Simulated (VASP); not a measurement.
# SrO (P2_1/m) in VASP: single point with r2SCAN

Aim: the single point of SrO with r2SCAN.

Everything below comes from runs of VASP 6.6.1. Logs are shortened: lines on timing, memory, paths and dates and some standing lists are left out, and cuts for length are marked.

## Step 1: The cell of the first run

It takes space group P2_1/m (No. 11, monoclinic). The conventional cell has a = 4.196 Å, b = 5.144 Å, c = 4.271 Å, α = 90.00°, β = 118.27°, γ = 90.00°. Sr (site symmetry m) has 5 O at 2.46 to 2.57 Å within 3.2 Å. O (site symmetry m) has 5 Sr at 2.46 to 2.57 Å within 3.2 Å.

## Step 2: Single point, r2SCAN (shear xy strain -4.0%)

Contents of POSCAR:

```
SrO
1.0
    4.2700309537     -0.0854006191      0.0000000000
   -2.2089745824      3.7406555904      0.0000000000
    0.0000000000      0.0000000000      5.1444468174
Sr O
2 2
Direct
    0.3396478962      0.6670671972     -0.0625000000
    0.6603521038      0.3329328028      0.4375000000
    0.3365860422      0.6667844453      0.4375000000
    0.6634139578      0.3332155547      0.9375000000
```

Contents of INCAR.step1:

```
ALGO = Normal ; EDIFF = 1E-4
ENCUT = 520 ; GGA = PE
ISMEAR = 0 ; KPAR = 4
LASPH = True ; LCHARG = False
LREAL = False ; LWAVE = True
NBANDS = 24 ; NELM = 60
PREC = Accurate ; SIGMA = 0.01
```

Contents of INCAR.step2:

```
ALGO = Normal ; EDIFF = 1E-6
ENCUT = 520 ; ISIF = 2
ISMEAR = 0 ; ISTART = 1
KPAR = 4 ; LASPH = True
LCHARG = False ; LMIXTAU = True
LREAL = False ; LWAVE = False
METAGGA = R2SCAN ; NBANDS = 24
NELM = 60 ; PREC = Accurate
SIGMA = 0.01
```

Contents of KPOINTS:

```
k-points
0
Gamma
  12 12 6
```

Potentials or basis: VASP PAW PBE potentials, release 64 (Sr_sv, O).

Command:

```console
$ cat potpaw_PBE.64/Sr_sv/POTCAR potpaw_PBE.64/O/POTCAR > POTCAR
$ cp INCAR.step1 INCAR
$ mpirun -np 4 vasp_std > vasp.out
$ cp INCAR.step2 INCAR
$ mpirun -np 4 vasp_std > vasp.out
```

OUTCAR:

```text
EDIFF = 1E-6
   ENCUT = 520
   ISIF = 2
   ISMEAR = 0
   ISTART = 1
   LASPH = True
   LREAL = False
   METAGGA = R2SCAN
   NELM = 60
   PREC = Accurate

 ion  position               nearest neighbor table
   1  0.340  0.667  0.938-   4 2.46   4 2.47   4 2.47   3 2.57   3 2.57   2 3.56   2 3.56   2 3.56
                             2 3.56   2 3.57   2 3.57
   2  0.660  0.333  0.438-   3 2.46   3 2.47   3 2.47   4 2.57   4 2.57   1 3.56   1 3.56   1 3.56
                             1 3.56   1 3.57   1 3.57
   3  0.337  0.667  0.438-   2 2.46   2 2.47   2 2.47   1 2.57   1 2.57
   4  0.663  0.333  0.938-   1 2.46   1 2.47   1 2.47   2 2.57   2 2.57

  LATTYP: Found a simple monoclinic cell.
 ALAT       =     4.1962891072
 B/A-ratio  =     1.2259514743
 C/A-ratio  =     1.0177766034
 COS(beta)  =    -0.4736455831

  Lattice vectors:

 A1 = (   2.0610563713,   3.6552549713,   0.0000000000)
 A2 = (   0.0000000000,   0.0000000000,  -5.1444468174)
 A3 = (  -4.2700309537,   0.0854006191,   0.0000000000)

Analysis of symmetry for initial positions (statically):
=====================================================================
 Subroutine PRICEL returns:
 Original cell was already a primitive cell.

 Routine SETGRP: Setting up the symmetry group for a
 simple monoclinic supercell.

 Subroutine GETGRP returns: Found  4 space group operations
 (whereof  1 operations were pure point group operations)
 out of a pool of  4 trial point group operations.

The static configuration has the point symmetry C_1 .
 The point group associated with its full space group is C_2h.

Analysis of symmetry for dynamics (positions and initial velocities):
=====================================================================
 Subroutine PRICEL returns:
 Original cell was already a primitive cell.

 Routine SETGRP: Setting up the symmetry group for a
 simple monoclinic supercell.

 Subroutine GETGRP returns: Found  4 space group operations
 (whereof  1 operations were pure point group operations)
 out of a pool of  4 trial point group operations.

The dynamic configuration has the point symmetry C_1 .
 The point group associated with its full space group is C_2h.

 Subroutine INISYM returns: Found  4 space group operations
 (whereof  1 operations are pure point group operations),
 and found     1 'primitive' translations

----------------------------------------------------------------------------------------

                                     Primitive cell

  volume of cell :      81.2003

  direct lattice vectors                    reciprocal lattice vectors
     4.270030954 -0.085400619  0.000000000     0.236989333  0.139949642  0.000000000
    -2.208974582  3.740655590  0.000000000     0.005410558  0.270527923  0.000000000
     0.000000000  0.000000000  5.144446817     0.000000000  0.000000000  0.194384360

  length of vectors
     4.270884875  4.344199921  5.144446817     0.275226899  0.270582023  0.194384360

  position of ions in fractional coordinates (direct lattice)
     0.339647896  0.667067197  0.937500000
     0.660352104  0.332932803  0.437500000
     0.336586042  0.666784445  0.437500000
     0.663413958  0.333215555  0.937500000

  ion indices of the primitive-cell ions
   primitive index   ion index
                 1           1
                 2           2
                 3           3
                 4           4

----------------------------------------------------------------------------------------

 KPOINTS: k-points

Automatic generation of k-mesh.
 Grid dimensions read from file:
 generate k-points for:   12   12    6

 Generating k-lattice:

  Cartesian coordinates                     Fractional coordinates (reciprocal lattice)
     0.019749111  0.011662470  0.000000000     0.083333333  0.000000000  0.000000000
     0.000450880  0.022543994  0.000000000     0.000000000  0.083333333  0.000000000
     0.000000000  0.000000000  0.032397393     0.000000000  0.000000000  0.166666667

  Length of vectors
     0.022935575  0.022548502  0.032397393

  Shift w.r.t. Gamma in fractional coordinates (k-lattice)
     0.000000000  0.000000000  0.000000000

 Subroutine IBZKPT returns following result:
 ===========================================

 Found    296 irreducible k-points:

 Following reciprocal coordinates:
            Coordinates               Weight
  0.000000  0.000000  0.000000      1.000000
  0.083333  0.000000  0.000000      2.000000
  0.166667  0.000000  0.000000      2.000000
  0.250000  0.000000  0.000000      2.000000
  0.333333  0.000000  0.000000      2.000000
  0.416667  0.000000  0.000000      2.000000
[... 16 lines left out ...]
  0.250000  0.166667  0.000000      2.000000
  0.333333  0.166667  0.000000      2.000000
 [... further k-points ...]
   k-points           NKPTS =    296   k-points in BZ     NKDIM =    296   number of bands    NBANDS=     24
   number of dos      NEDOS =    301   number of ions     NIONS =      4
   total plane-waves  NPLWV =  40960
   dimension x,y,z NGX =    32 NGY =   32 NGZ =   40
   dimension x,y,z NGXF=    64 NGYF=   64 NGZF=   80
   ions per type =               2   2
   NGX,Y,Z   is equivalent  to a cutoff of  12.46, 12.25, 12.93 a.u.
   NGXF,Y,Z  is equivalent  to a cutoff of  24.91, 24.49, 25.85 a.u.
 SYSTEM =  unknown system
   PREC   = accura    normal or accurate (medium, high low for compatibility)
   ISTART =      1    job   : 0-new  1-cont  2-samecut
   ICHARG =      0    charge: 1-file 2-atom 10-const
   ISPIN  =      1    spin polarized calculation?
   LNONCOLLINEAR =      F non collinear calculations
   LSORBIT =      F    spin-orbit coupling
   LASPH  =      T    aspherical Exc in radial PAW
   ENCUT  =  520.0 eV  38.22 Ry    6.18 a.u.   7.94  8.08  9.57*2*pi/ulx,y,z
   NELM   =     60;   NELMIN=  2; NELMDL=  0     # of ELM steps
   EDIFF  = 0.1E-05   stopping-criterion for ELM
   LREAL  =      F    real-space projection
   EDIFFG = 0.1E-04   stopping-criterion for IOM
   NSW    =      0    number of steps for IOM
   IBRION =     -1    ionic relax: 0-MD 1-quasi-New 2-CG
   NFREE  =      0    steps in history (QN), initial steepest desc. (CG)
   ISIF   =      2    stress and relaxation
   ISYM   =      2    0-nonsym 1-usesym 2-fastsym
   POTIM  = 0.5000    time-step for ionic-motion
   TEBEG  =    0.0;   TEEND  =   0.0 temperature during run
   PSTRESS=    0.0 pullay stress
   NELECT =      32.0000    total number of electrons
   NUPDOWN=      -1.0000    fix difference up-down
   EMIN   =  10.00;   EMAX   =-10.00  energy-range for DOS
   EFERMI =   0.00;   METHOD = LEGACY
   ISMEAR =     0;   SIGMA  =   0.01  broadening in eV -4-tet -1-fermi 0-gaus
   EFERMI_NEDOS =   21; number of points for ismear=-14 and -15
   IALGO  =     38    algorithm
   IMIX   =      4    mixing-type and parameters
     AMIX     =   0.40;   BMIX     =  1.00
     AMIX_MAG =   1.60;   BMIX_MAG =  1.00
  volume/ion in A,a.u.               =      20.30       136.99
  Fermi-wavevector in a.u.,A,eV,Ry     =   1.200252  2.268147 19.600606  1.440604
  Thomas-Fermi vector in A             =   2.336093
   LORBIT       =      0    0 simple, 1 ext, 2 COOP (PROOUT), +10 PAW based schemes
   METAGGA = R2SCAN    functional components
   LHFCALC =     F    Hartree Fock is set to
   AEXX    =    0.0000 exact exchange contribution
   IVDW    =     0    specifies the selected vdW correction
   LEPSILON=     F    determine dielectric tensor
   LRPA    =     F    only Hartree local field effects (RPA)
 non-spin polarized calculation
 Gauss-broadening in eV      SIGMA  =   0.01
  energy-cutoff  :      520.00
  volume of cell :       81.20
 maximum number of plane-waves:      2206
   NGX = 15   NGY = 17   NGZ = 19

 number of electron      32.0000012 magnetization

 Free energy of the ion-electron system (eV)
  ---------------------------------------------------
  ext. energy  EPLUGINS =         0.00000000
  ---------------------------------------------------
  free energy    TOTEN  =       -53.76038647 eV

  energy without entropy =      -53.76038647  energy(sigma->0) =      -53.76038647

 E-fermi :   0.5605     XC(G=0):  -9.4886

 val. band max:        0.4579466740   @ k =   0.0000   0.0000   0.0000
 cond. band min:       3.4801803095   @ k =   0.0000   0.0000   0.0000
 fundamental gap:      3.0222336355
 Fermi energy:         0.5604506629

 k-point     1 :       0.0000    0.0000    0.0000
  band No.  band energies     occupation
      1     -33.0194      2.00000
      2     -32.8495      2.00000
      3     -15.5435      2.00000
      4     -15.5284      2.00000
      5     -14.9257      2.00000
      6     -14.5379      2.00000
[... 16 lines left out ...]
     23       9.8094      0.00000
     24       9.8636      0.00000

 k-point     2 :       0.0833    0.0000    0.0000
  band No.  band energies     occupation
      1     -33.0155      2.00000
      2     -32.8507      2.00000
      3     -15.6537      2.00000
      4     -15.6185      2.00000
      5     -14.9116      2.00000
      6     -14.5487      2.00000
[... 16 lines left out ...]
     23       9.3214      0.00000
     24       9.8449      0.00000

 k-point     3 :       0.1667    0.0000    0.0000
  band No.  band energies     occupation
      1     -33.0043      2.00000
      2     -32.8543      2.00000
      3     -15.8810      2.00000
      4     -15.8212      2.00000
      5     -14.8707      2.00000
      6     -14.5776      2.00000
[... 16 lines left out ...]
     23       9.3436      0.00000
     24       9.7361      0.00000

 k-point     4 :       0.2500    0.0000    0.0000
  band No.  band energies     occupation
      1     -32.9876      2.00000
      2     -32.8607      2.00000
      3     -16.1134      2.00000
      4     -16.0393      2.00000
      5     -14.8076      2.00000
      6     -14.6147      2.00000
[... 16 lines left out ...]
     23       9.3400      0.00000
     24       9.9273      0.00000

 k-point     5 :       0.3333    0.0000    0.0000
  band No.  band energies     occupation
      1     -32.9682      2.00000
      2     -32.8698      2.00000
      3     -16.3017      2.00000
      4     -16.2196      2.00000
      5     -14.7307      2.00000
      6     -14.6498      2.00000
[... 16 lines left out ...]
     23       9.3856      0.00000
     24       9.9494      0.00000

 k-point     6 :       0.4167    0.0000    0.0000
  band No.  band energies     occupation
      1     -32.9504      2.00000
      2     -32.8800      2.00000
      3     -16.4225      2.00000
      4     -16.3361      2.00000
      5     -14.6744      2.00000
      6     -14.6561      2.00000
[... 16 lines left out ...]
     23       9.7932      0.00000
     24       9.9496      0.00000
[... 379 lines left out ...]
 k-point    21 :       0.0833    0.1667    0.0000
  band No.  band energies     occupation
      1     -32.9941      2.00000
      2     -32.8583      2.00000
      3     -16.0347      2.00000
      4     -15.9739      2.00000
      5     -14.8321      2.00000
      6     -14.5945      2.00000
[... 16 lines left out ...]
     23       9.3696      0.00000
     24       9.8545      0.00000

 k-point    22 :       0.1667    0.1667    0.0000
  band No.  band energies     occupation
      1     -32.9784      2.00000
      2     -32.8650      2.00000
      3     -16.2039      2.00000
      4     -16.1426      2.00000
      5     -14.7716      2.00000
      6     -14.6437      2.00000
[... 16 lines left out ...]
     23       9.3649      0.00000
     24      10.0834      0.00000

 k-point    23 :       0.2500    0.1667    0.0000
  band No.  band energies     occupation
      1     -32.9600      2.00000
      2     -32.8745      2.00000
      3     -16.3494      2.00000
      4     -16.2881      2.00000
      5     -14.6969      2.00000
      6     -14.6967      2.00000
[... 16 lines left out ...]
     23       9.5069      0.00000
     24      10.0616      0.00000

 k-point    24 :       0.3333    0.1667    0.0000
  band No.  band energies     occupation
      1     -32.9426      2.00000
      2     -32.8858      2.00000
      3     -16.4458      2.00000
      4     -16.3836      2.00000
      5     -14.7367      2.00000
      6     -14.6211      2.00000
[... 16 lines left out ...]
     23       9.6457      0.00000
     24       9.9681      0.00000

 [... further k-points ...]

------------------------ aborting loop because EDIFF is reached ----------------------------------------

  FORCE on cell =-STRESS in cart. coord.  units (eV):
  Direction    XX          YY          ZZ          XY          YZ          ZX
  --------------------------------------------------------------------------------------
  -------------------------------------------------------------------------------------
  Total        0.1933455      0.2526827      0.2186875      0.1958100      0.0000000      0.0000000
  in kB        3.8149335      4.9857277      4.3149625      3.8635616      0.0000000      0.0000000
  external PRESSURE =       4.3718746 kB  Pullay stress =       0.0000000 kB

 VOLUME and BASIS-vectors are now :
 -----------------------------------------------------------------------------
  energy-cutoff  :      520.00
  volume of cell :       81.20
      direct lattice vectors                 reciprocal lattice vectors
     4.270030954 -0.085400619  0.000000000     0.236989333  0.139949642  0.000000000
    -2.208974582  3.740655590  0.000000000     0.005410558  0.270527923  0.000000000
     0.000000000  0.000000000  5.144446817     0.000000000  0.000000000  0.194384360

 POSITION                                       TOTAL-FORCE (eV/Angst)
 -----------------------------------------------------------------------------------
     -0.02323      2.46626      4.82292         0.004750     -0.000642      0.000000
      2.08428      1.18899      2.25070        -0.004750      0.000642     -0.000000
     -0.03568      2.46547      2.25070         0.004079      0.000633      0.000000
      2.09673      1.18979      4.82292        -0.004079     -0.000633     -0.000000
 -----------------------------------------------------------------------------------
    total drift:                               -0.000000      0.000000      0.000000

  FREE ENERGIE OF THE ION-ELECTRON SYSTEM (eV)
  ---------------------------------------------------
  free  energy   TOTEN  =       -53.7603864675 eV

  energy  without entropy=      -53.7603864675  energy(sigma->0) =      -53.76038647
```

Run time: 2.8 min. Hardware: 4 MPI ranks of Intel Xeon 6975P-C (Granite Rapids), shared host; peak memory 0.57 GiB.

What came out:

| Quantity | Value |
| --- | --- |
| Free energy | -53.7604 eV |
| Pressure | 0.4 GPa |
| Largest force | 0.005 eV/Å |
| Band gap on the k mesh | 3.02 eV |

Forces on the atoms (eV/Å):
```
Sr   0.005 -0.001  0.000
Sr  -0.005  0.001  0.000
O    0.004  0.001  0.000
O   -0.004 -0.001  0.000
```

Stress tensor (GPa, compression positive):
```
0.38 0.39 0.00
0.39 0.50 0.00
0.00 0.00 0.43
```

Caveat: the cell differs from its parent crystal (shear xy strain -4.0%); the structure was generated, so it needn't be the stable form of SrO; the PAW data sets were made with another functional, which shifts forces and pressure a little. A k mesh can miss the band edges.
